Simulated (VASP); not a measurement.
The system is BAs.

```
As B
1.0
     0.00000    2.38850    2.38850
     2.38850    0.00000    2.38850
     2.38850    2.38850    0.00000
As B
1 1
Cartesian
  3.5827 3.5827 3.5827
  0.0000 0.0000 0.0000
```

- Program: VASP 6.6.1
- Task: relaxation of cell and atoms
- Functional: LDA
- Potentials or basis: VASP PAW LDA potentials, release 64 (As, B)
- Cutoff: 600 eV
- k mesh: 10 × 10 × 10
- Occupations: fermi-dirac, width 0.05 eV
- Spin: no spin polarisation

At the start: pressure -3.1 GPa; volume 13.63 Å³/atom.

Question: How do energy, volume and symmetry change on relaxing?

Answer: Over 3 steps the energy falls by 2.9 meV/atom and the volume is 13.33 Å³/atom (-2.2 %); space group F-43m (No. 216, to 0.1 Å) before and after.

The path:
```
step  energy change (eV)  largest force (eV/Å)  pressure (GPa)  volume (Å³)
   1              0.0000                0.0000           -3.09        27.25
   2             -0.0025                0.0000            2.51        26.23
   3             -0.0058                0.0000           -0.01        26.66
```

Final structure:
```xyz
2
Lattice="0.0000 2.3711 2.3711 2.3711 0.0000 2.3711 2.3711 2.3711 0.0000" Properties=species:S:1:pos:R:3 pbc="T T T"
As    3.5567    3.5567    3.5567
B     0.0000    0.0000    0.0000
```
